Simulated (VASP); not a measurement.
# W (Fd-3m) in VASP: notebook

Runs on W. Level: LDA. Tasks: single point.

Everything below comes from runs of VASP 6.6.1. Logs are shortened: lines on timing, memory, paths and dates and some standing lists are left out, and cuts for length are marked.

## (1) The cell of the first run

Symmetry: Fd-3m, No. 227, cubic system. The conventional cell has a = 5.712 Å, b = 5.712 Å, c = 5.712 Å, α = 90.00°, β = 90.00°, γ = 90.00°. W (site symmetry -43m) has 4 W at 2.47 Å within 3.3 Å.

This isn't the form of W at room conditions, which is bcc.

## (2) Single point, LDA

INCAR reads:

```
SYSTEM = W
PREC = Accurate
ENCUT = 520
EDIFF = 1E-6
ISMEAR = -1
SIGMA = 0.1
LREAL = .FALSE.
LASPH = .TRUE.
NELM = 60
ALGO = Normal
ISIF = 2
LWAVE = .FALSE.
LCHARG = .TRUE.
LELF = .TRUE.
LVHAR = .TRUE.
NBANDS = 21
```

KPOINTS reads:

```
regular mesh
0
G
  16 16 16
  0 0 0
```

POSCAR reads:

```
W
1.0
    0.0000000000      2.8560465563      2.8560465563
    2.8560465563      0.0000000000      2.8560465563
    2.8560465563      2.8560465563      0.0000000000
W
2
Direct
    0.1250000000      0.1250000000      0.1250000000
    0.8750000000      0.8750000000      0.8750000000
```

Potentials or basis: VASP PAW LDA potentials, release 64 (W_sv).

Command:

```bash
$ cat potpaw_LDA.64/W_sv/POTCAR > POTCAR
$ mpirun -np 1 vasp_std > vasp.out
```

OUTCAR:

```text
SYSTEM = W
   PREC = Accurate
   ENCUT = 520
   EDIFF = 1E-6
   ISMEAR = -1
   LREAL = .FALSE.
   LASPH = .TRUE.
   NELM = 60
   ISIF = 2

 ion  position               nearest neighbor table
   1  0.125  0.125  0.125-   2 2.47   2 2.47   2 2.47   2 2.47
   2  0.875  0.875  0.875-   1 2.47   1 2.47   1 2.47   1 2.47

  LATTYP: Found a face centered cubic cell.
 ALAT       =     5.7120931126

  Lattice vectors:

 A1 = (   0.0000000000,   2.8560465563,   2.8560465563)
 A2 = (   2.8560465563,   0.0000000000,   2.8560465563)
 A3 = (   2.8560465563,   2.8560465563,   0.0000000000)

Analysis of symmetry for initial positions (statically):
=====================================================================
 Subroutine PRICEL returns:
 Original cell was already a primitive cell.

 Routine SETGRP: Setting up the symmetry group for a
 face centered cubic supercell.

 Subroutine GETGRP returns: Found 48 space group operations
 (whereof 12 operations were pure point group operations)
 out of a pool of 48 trial point group operations.

The static configuration has the point symmetry D_3d.
 The point group associated with its full space group is O_h .

Analysis of symmetry for dynamics (positions and initial velocities):
=====================================================================
 Subroutine PRICEL returns:
 Original cell was already a primitive cell.

 Routine SETGRP: Setting up the symmetry group for a
 face centered cubic supercell.

 Subroutine GETGRP returns: Found 48 space group operations
 (whereof 12 operations were pure point group operations)
 out of a pool of 48 trial point group operations.

The dynamic configuration has the point symmetry D_3d.
 The point group associated with its full space group is O_h .

 Subroutine INISYM returns: Found 48 space group operations
 (whereof 12 operations are pure point group operations),
 and found     1 'primitive' translations

----------------------------------------------------------------------------------------

                                     Primitive cell

  volume of cell :      46.5936

  direct lattice vectors                    reciprocal lattice vectors
     0.000000000  2.856046556  2.856046556    -0.175067174  0.175067174  0.175067174
     2.856046556  0.000000000  2.856046556     0.175067174 -0.175067174  0.175067174
     2.856046556  2.856046556  0.000000000     0.175067174  0.175067174 -0.175067174

  length of vectors
     4.039059775  4.039059775  4.039059775     0.303225240  0.303225240  0.303225240

  position of ions in fractional coordinates (direct lattice)
     0.125000000  0.125000000  0.125000000
     0.875000000  0.875000000  0.875000000

  ion indices of the primitive-cell ions
   primitive index   ion index
                 1           1
                 2           2

----------------------------------------------------------------------------------------

 KPOINTS: regular mesh

Automatic generation of k-mesh.
 Grid dimensions read from file:
 generate k-points for:   16   16   16

 Generating k-lattice:

  Cartesian coordinates                     Fractional coordinates (reciprocal lattice)
    -0.010941698  0.010941698  0.010941698     0.062500000  0.000000000  0.000000000
     0.010941698 -0.010941698  0.010941698     0.000000000  0.062500000  0.000000000
     0.010941698  0.010941698 -0.010941698     0.000000000  0.000000000  0.062500000

  Length of vectors
     0.018951578  0.018951578  0.018951578

  Shift w.r.t. Gamma in fractional coordinates (k-lattice)
     0.000000000  0.000000000  0.000000000

 Subroutine IBZKPT returns following result:
 ===========================================

 Found    145 irreducible k-points:

 Following reciprocal coordinates:
            Coordinates               Weight
  0.000000  0.000000  0.000000      1.000000
  0.062500  0.000000  0.000000      8.000000
  0.125000  0.000000  0.000000      8.000000
  0.187500  0.000000  0.000000      8.000000
  0.250000  0.000000  0.000000      8.000000
  0.312500  0.000000  0.000000      8.000000
[... 16 lines left out ...]
 -0.125000  0.062500  0.000000     24.000000
 -0.062500  0.062500  0.000000     12.000000
 [... further k-points ...]
   k-points           NKPTS =    145   k-points in BZ     NKDIM =    145   number of bands    NBANDS=     21
   number of dos      NEDOS =    301   number of ions     NIONS =      2
   total plane-waves  NPLWV =  27000
   dimension x,y,z NGX =    30 NGY =   30 NGZ =   30
   dimension x,y,z NGXF=    60 NGYF=   60 NGZF=   60
   ions per type =               2
   NGX,Y,Z   is equivalent  to a cutoff of  12.35, 12.35, 12.35 a.u.
   NGXF,Y,Z  is equivalent  to a cutoff of  24.70, 24.70, 24.70 a.u.
 SYSTEM =  W
   PREC   = accura    normal or accurate (medium, high low for compatibility)
   ISTART =      0    job   : 0-new  1-cont  2-samecut
   ICHARG =      2    charge: 1-file 2-atom 10-const
   ISPIN  =      1    spin polarized calculation?
   LNONCOLLINEAR =      F non collinear calculations
   LSORBIT =      F    spin-orbit coupling
   LASPH  =      T    aspherical Exc in radial PAW
   ENCUT  =  520.0 eV  38.22 Ry    6.18 a.u.   7.51  7.51  7.51*2*pi/ulx,y,z
   NELM   =     60;   NELMIN=  2; NELMDL= -5     # of ELM steps
   EDIFF  = 0.1E-05   stopping-criterion for ELM
   LREAL  =      F    real-space projection
   EDIFFG = 0.1E-04   stopping-criterion for IOM
   NSW    =      0    number of steps for IOM
   IBRION =     -1    ionic relax: 0-MD 1-quasi-New 2-CG
   NFREE  =      0    steps in history (QN), initial steepest desc. (CG)
   ISIF   =      2    stress and relaxation
   ISYM   =      2    0-nonsym 1-usesym 2-fastsym
   POTIM  = 0.5000    time-step for ionic-motion
   TEBEG  =    0.0;   TEEND  =   0.0 temperature during run
   PSTRESS=    0.0 pullay stress
   NELECT =      28.0000    total number of electrons
   NUPDOWN=      -1.0000    fix difference up-down
   EMIN   =  10.00;   EMAX   =-10.00  energy-range for DOS
   EFERMI =   0.00;   METHOD = LEGACY
   ISMEAR =    -1;   SIGMA  =   0.10  broadening in eV -4-tet -1-fermi 0-gaus
   EFERMI_NEDOS =   21; number of points for ismear=-14 and -15
   IALGO  =     38    algorithm
   IMIX   =      4    mixing-type and parameters
     AMIX     =   0.40;   BMIX     =  1.00
     AMIX_MAG =   1.60;   BMIX_MAG =  1.00
  volume/ion in A,a.u.               =      23.30       157.21
  Fermi-wavevector in a.u.,A,eV,Ry     =   1.381504  2.610664 25.967454  1.908554
  Thomas-Fermi vector in A             =   2.506282
   LORBIT       =      0    0 simple, 1 ext, 2 COOP (PROOUT), +10 PAW based schemes
   GGA     = CA    functional components
   LHFCALC =     F    Hartree Fock is set to
   AEXX    =    0.0000 exact exchange contribution
   IVDW    =     0    specifies the selected vdW correction
   LEPSILON=     F    determine dielectric tensor
   LRPA    =     F    only Hartree local field effects (RPA)
 non-spin polarized calculation
  energy-cutoff  :      520.00
  volume of cell :       46.59
 maximum number of plane-waves:      1283
   NGX = 15   NGY = 15   NGZ = 15

 number of electron      27.9999999 magnetization

 Free energy of the ion-electron system (eV)
  ---------------------------------------------------
  ext. energy  EPLUGINS =         0.00000000
  ---------------------------------------------------
  free energy    TOTEN  =       -22.69065286 eV

  energy without entropy =      -22.60276813  energy(sigma->0) =      -22.64671050

 E-fermi :   5.6579     XC(G=0): -11.3034

 val. band max:        5.6528594844   @ k =   0.3125   0.1875   0.0625
 cond. band min:       5.6639854737   @ k =  -0.4375   0.3750   0.0625
 fundamental gap:      0.0111259892
 Fermi energy:         5.6578547350

 k-point     1 :       0.0000    0.0000    0.0000
  band No.  band energies     occupation
      1     -67.0791      2.00000
      2     -66.6734      2.00000
      3     -31.9828      2.00000
      4     -31.9828      2.00000
      5     -31.9828      2.00000
      6     -30.9011      2.00000
[... 13 lines left out ...]
     20      16.5467      0.00000
     21      16.9854      0.00000

 k-point     2 :       0.0625    0.0000    0.0000
  band No.  band energies     occupation
      1     -67.0762      2.00000
      2     -66.6764      2.00000
      3     -31.9879      2.00000
      4     -31.9879      2.00000
      5     -31.9822      2.00000
      6     -30.9022      2.00000
[... 13 lines left out ...]
     20      16.3601      0.00000
     21      17.1237      0.00000

 k-point     3 :       0.1250    0.0000    0.0000
  band No.  band energies     occupation
      1     -67.0678      2.00000
      2     -66.6851      2.00000
      3     -32.0022      2.00000
      4     -32.0022      2.00000
      5     -31.9806      2.00000
      6     -30.9049      2.00000
[... 13 lines left out ...]
     20      16.0669      0.00000
     21      17.2248      0.00000

 k-point     4 :       0.1875    0.0000    0.0000
  band No.  band energies     occupation
      1     -67.0545      2.00000
      2     -66.6989      2.00000
      3     -32.0229      2.00000
      4     -32.0229      2.00000
      5     -31.9783      2.00000
      6     -30.9088      2.00000
[... 13 lines left out ...]
     20      15.8223      0.00000
     21      16.0944      0.00000

 k-point     5 :       0.2500    0.0000    0.0000
  band No.  band energies     occupation
      1     -67.0373      2.00000
      2     -66.7166      2.00000
      3     -32.0462      2.00000
      4     -32.0462      2.00000
      5     -31.9760      2.00000
      6     -30.9130      2.00000
[... 13 lines left out ...]
     20      14.4724      0.00000
     21      15.7472      0.00000
[... 382 lines left out ...]
     20      13.9581      0.00000
     21      15.8365      0.00000

 k-point    22 :      -0.1875    0.0625    0.0000
  band No.  band energies     occupation
      1     -67.0467      2.00000
      2     -66.7069      2.00000
      3     -32.0559      2.00000
      4     -32.0255      2.00000
      5     -31.9611      2.00000
      6     -30.9268      2.00000
[... 13 lines left out ...]
     20      15.4859      0.00000
     21      15.9256      0.00000

 k-point    23 :      -0.1250    0.0625    0.0000
  band No.  band energies     occupation
      1     -67.0614      2.00000
      2     -66.6917      2.00000
      3     -32.0291      2.00000
      4     -32.0054      2.00000
      5     -31.9687      2.00000
      6     -30.9178      2.00000
[... 13 lines left out ...]
     20      15.9871      0.00000
     21      17.0395      0.00000

 k-point    24 :      -0.0625    0.0625    0.0000
  band No.  band energies     occupation
      1     -67.0715      2.00000
      2     -66.6813      2.00000
      3     -32.0051      2.00000
      4     -31.9920      2.00000
      5     -31.9760      2.00000
      6     -30.9092      2.00000
[... 13 lines left out ...]
     20      16.1823      0.00000
     21      17.2838      0.00000

 [... further k-points ...]

------------------------ aborting loop because EDIFF is reached ----------------------------------------

  FORCE on cell =-STRESS in cart. coord.  units (eV):
  Direction    XX          YY          ZZ          XY          YZ          ZX
  --------------------------------------------------------------------------------------
  -------------------------------------------------------------------------------------
  Total        0.3363741      0.3363741      0.3363741      0.0000000      0.0000000     -0.0000000
  in kB       11.5666406     11.5666406     11.5666406      0.0000000      0.0000000     -0.0000000
  external PRESSURE =      11.5666406 kB  Pullay stress =       0.0000000 kB

 VOLUME and BASIS-vectors are now :
 -----------------------------------------------------------------------------
  energy-cutoff  :      520.00
  volume of cell :       46.59
      direct lattice vectors                 reciprocal lattice vectors
     0.000000000  2.856046556  2.856046556    -0.175067174  0.175067174  0.175067174
     2.856046556  0.000000000  2.856046556     0.175067174 -0.175067174  0.175067174
     2.856046556  2.856046556  0.000000000     0.175067174  0.175067174 -0.175067174

 POSITION                                       TOTAL-FORCE (eV/Angst)
 -----------------------------------------------------------------------------------
      0.71401      0.71401      0.71401        -0.000000     -0.000000      0.000000
      4.99808      4.99808      4.99808         0.000000      0.000000     -0.000000
 -----------------------------------------------------------------------------------
    total drift:                               -0.000000      0.000000      0.000000

  FREE ENERGIE OF THE ION-ELECTRON SYSTEM (eV)
  ---------------------------------------------------
  free  energy   TOTEN  =       -22.6906528595 eV

  energy  without entropy=      -22.6027681316  energy(sigma->0) =      -22.64671050
```

It took 56 s on 1 thread of Intel Xeon 6975P-C (Granite Rapids), shared host; peak memory 0.22 GiB.

What came out:

- Free energy: -22.6907 eV
- Pressure: 1.2 GPa
- Band gap on the k mesh: zero (bands 14 and 15 overlap by 0.86 eV)

Caveat: spin-orbit coupling is left out, which moves the levels of the heavy elements.

## (3) Single point, LDA, non-collinear spin, zero start, spin-orbit coupling

INCAR reads:

```
SYSTEM = W
PREC     = Accurate       ! precision mode
ENCUT    = 520            ! plane-wave cutoff, eV
EDIFF    = 1E-6           ! SCF threshold, eV
ISMEAR   = -1             ! smearing method
SIGMA    = 0.1            ! smearing width, eV
LREAL    = .False.        ! projectors in reciprocal space
LASPH    = .True.         ! aspherical terms in the spheres
NELM     = 150            ! most SCF steps
ALGO     = Normal         ! electronic algorithm
ISIF     = 2              ! what is computed and relaxed
LWAVE    = .False.        ! write WAVECAR
LCHARG   = .False.        ! write CHGCAR
MAGMOM   = 0 0 0 0 0 0    ! initial moments
LORBIT   = 11             ! projections on sites
LSORBIT  = .True.         ! spin-orbit coupling
GGA_COMPAT= .False.      
LORBMOM  = .True.       
LMAXMIX  = 4              ! l up to which the mixer works
GGA      = CA             ! functional
NBANDS   = 40             ! bands
```

KPOINTS reads:

```
regular mesh
0
Gamma
  10 10 10
  0 0 0
```

POSCAR is that of step 2.

Potentials or basis: VASP PAW LDA potentials, release 64 (W_sv).

Command:

```bash
$ cat potpaw_LDA.64/W_sv/POTCAR > POTCAR
$ mpirun -np 1 vasp_ncl > vasp.out
```

It took 99 s on 1 thread of Intel Xeon 6975P-C (Granite Rapids), shared host; peak memory 0.31 GiB.

The run converged. Its results:

```
Free energy                                           : -24.4252 eV
Pressure                                              : 1.2 GPa
Net moment                                            : 0.00 μB per cell
Valence electrons inside the program's atomic spheres : W 12.34
```

Moments on the atoms (μB; x, y, z):
```
W   0.00 0.00 0.00
W   0.00 0.00 0.00
```
